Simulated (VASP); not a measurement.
Here is a VASP 6.6.1 calculation.

INCAR

```
  ALGO = Normal
  EDIFF = 1E-6
  ENCUT = 520
  GGA = CA
  ISIF = 2
  ISMEAR = -1
  ISPIN = 2
  LASPH = True
  LCHARG = False
  LMAXMIX = 6
  LORBIT = 11
  LREAL = False
  LWAVE = False
  MAGMOM = 7 7 0 0
  NBANDS = 42
  NELM = 150
  PREC = Accurate
  SIGMA = 0.05
```

File KPOINTS:

```
k-points
0
Gamma
  7 10 7
```

Contents of POSCAR:

```
GdZn
1.0
    0.0000000000      3.6180000000      3.6180000000
    3.6180000000      0.0000000000      0.0000000000
    0.0000000000      3.6180000000     -3.6180000000
Gd Zn
2 2
Direct
    0.0000000000      0.0000000000      0.0000000000
    0.5000000000      0.0000000000      0.5000000000
    0.5000000000      0.5000000000      0.0000000000
    0.0000000000      0.5000000000      0.5000000000
```

Potentials or basis: VASP PAW PBE potentials, release 64 (Gd, Zn).

Launch:

```sh
$ cat potpaw_PBE.64/Gd/POTCAR potpaw_PBE.64/Zn/POTCAR > POTCAR
$ mpirun -np 1 vasp_std > vasp.out
```

Problem. What does it give for the net moment?

Solution. 14.53 μB per cell.

Problem. What does it give for the site moments?

Solution. Gd +6.84; Zn +0.01 μB.

Problem. Predict the pressure.

Solution. -5.7 GPa.

Stress tensor (GPa, compression positive):
```
-5.83  0.00  0.00
 0.00 -5.60  0.00
 0.00  0.00 -5.60
```

Caveat: the PAW data sets were made with another functional, which shifts forces and pressure a little. The state reached can hang on the start; a lower one may exist.
